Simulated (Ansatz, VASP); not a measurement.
**One calculation of SiO2, two programs**

File INCAR:

```
PREC = Accurate
ENCUT = 520
EDIFF = 1E-6
ISMEAR = 0
SIGMA = 0.05
LREAL = False
LASPH = True
NELM = 60
ALGO = Normal
ISIF = 2
LWAVE = False
LCHARG = False
GGA = CA
NBANDS = 25
```

The input KPOINTS:

```
regular mesh
0
Gamma
  6 6 10
```

Contents of POSCAR:

```
SiO2
1.0
    4.0065996114      0.0000000000      0.0000000000
    0.0000000000      4.0065996114      0.0000000000
    0.0000000000      0.0000000000      2.8623147624
Si O
2 4
Direct
    0.5000000000      0.5000000000      0.5000000000
    0.0000000000      0.0000000000      0.0000000000
    0.6944252994      0.6944252994      0.0000000000
    0.1944252994      0.8055747006      0.5000000000
    0.3055747006      0.3055747006      0.0000000000
    0.8055747006      0.1944252994      0.5000000000
```

Input for Ansatz:

```yaml
crystal:
  lattice:
    - [4.0065996114, 0.0, 0.0]
    - [0.0, 4.0065996114, 0.0]
    - [0.0, 0.0, 2.8623147624]
  atoms:
    - { symbol: Si, position: [0.5, 0.5, 0.5] }
    - { symbol: Si, position: [0.0, 0.0, 0.0] }
    - { symbol: O, position: [0.6944252994, 0.6944252994, 0.0] }
    - { symbol: O, position: [0.1944252994, 0.8055747006, 0.5] }
    - { symbol: O, position: [0.3055747006, 0.3055747006, 0.0] }
    - { symbol: O, position: [0.8055747006, 0.1944252994, 0.5] }
basis:
  ecutwfc: 520.0
kpoints:
  mp_grid: { grid: [6, 6, 10] }
hamiltonian:
  xc: lda
  pseudopotentials: { kind: paw, azcp: { folder: soft_1 } }
scf:
  occupations: { method: gaussian, width: 0.05 }
output:
  forces: true
  stress: true
  eigenvalues: true
```

Alike in both runs: task single point; functional LDA; k mesh 6 × 6 × 10; occupations gaussian, width 0.05 eV; no spin polarisation.

|  | VASP | Ansatz |
| --- | --- | --- |
| version | VASP 6.6.1 | Ansatz 0.2.0 |
| potentials or method | VASP PAW LDA potentials, release 64 (Si, O), cutoff 520 eV | scalar-relativistic, plane waves, PAW |
| valence electrons in the cell | 32 | 32 |

|  | VASP | Ansatz | Ansatz less VASP |
| --- | --- | --- | --- |
| gap on the k mesh at the Fermi level (eV) | 5.11 | 5.15 | +0.045 |
| least direct gap on the mesh (eV) | 5.11 | 5.15 | +0.045 |
| pressure (GPa) | -1.1 | -2.2 | -1.03 |
| traceless stress, the component that is largest in VASP (GPa) | -30.58 | -30.68 | -0.104 |
| rms of the force components (eV/Å) | 0.240 | 0.246 | +0.0065 |

Ansatz warns that its potentials were made for another functional, while VASP's fit it. LDA's correlation is that of Perdew and Zunger in VASP and of Perdew and Wang (1992) in Ansatz. Atom by atom the forces differ by 0.006 eV/Å (rms over components).
